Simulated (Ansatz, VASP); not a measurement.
One calculation of ScAl3, two programs

The input INCAR:

```
SYSTEM = ScAl3
  PREC = Accurate
  ENCUT = 520
  EDIFF = 1E-6
  ISMEAR = -1
  SIGMA = 0.05
  LREAL = .FALSE.
  LASPH = .TRUE.
  NELM = 80
  ALGO = Normal
  ISIF = 2
  LWAVE = .FALSE.
  LCHARG = .FALSE.
  GGA = CA
  NBANDS = 18
```

Contents of KPOINTS:

```
Automatic mesh
0
G
  7 7 7
  0 0 0
```

Contents of POSCAR:

```
ScAl3
1.0
    4.0878065700      0.0000000000      0.0000000000
    0.0000000000      4.0878065700      0.0000000000
    0.0000000000      0.0000000000      4.0878065700
Sc Al
1 3
Direct
    0.0000000000      0.0000000000      0.0000000000
    0.5000000000      0.5000000000      0.0000000000
    0.0000000000      0.5000000000      0.5000000000
    0.5000000000      0.0000000000      0.5000000000
```

input.yaml

```yaml
crystal:
  lattice:
    - [4.08780657, 0.0, 0.0]
    - [0.0, 4.08780657, 0.0]
    - [0.0, 0.0, 4.08780657]
  atoms:
    - { symbol: Sc, position: [0.0, 0.0, 0.0] }
    - { symbol: Al, position: [0.5, 0.5, 0.0] }
    - { symbol: Al, position: [0.0, 0.5, 0.5] }
    - { symbol: Al, position: [0.5, 0.0, 0.5] }
hamiltonian:
  xc: lda
  pseudopotentials: { kind: paw }
kpoints:
  mp_grid: { grid: [7, 7, 7] }
  band_path:
    path:
      - [[0.0, 0.0, 0.0], [0.0, 0.5, 0.0], [0.5, 0.5, 0.0], [0.0, 0.0, 0.0], [0.5, 0.5, 0.5], [0.0, 0.5, 0.0]]
      - [[0.5, 0.5, 0.0], [0.5, 0.5, 0.5]]
    npoints: 14
scf:
  occupations: { method: fermi_dirac, width: 0.05 }
  n_extra_bands: 10
output:
  forces: true
  stress: true
  eigenvalues: true
  fatbands: false
```

Alike in both runs: functional LDA; k mesh 7 × 7 × 7; occupations fermi-dirac, width 0.05 eV; no spin polarisation.

```csv
,VASP,Ansatz
version,VASP 6.6.1,Ansatz 0.2.0
potentials or method,"VASP PAW LDA potentials, release 64 (Sc_sv, Al)",Ansatz PAW
plane-wave cutoff (eV),520,420
valence electrons in the cell,20,20
task,single point,band structure
```

|  | VASP | Ansatz | Ansatz less VASP |
| --- | --- | --- | --- |
| gap on the k mesh at the Fermi level (eV) | none | none | - |
| pressure (GPa) | -3.6 | -3.7 | -0.12 |

LDA's correlation is that of Perdew and Zunger in VASP and of Perdew and Wang (1992) in Ansatz. A gap of «none» marks a metal or a gap that the smearing closes.
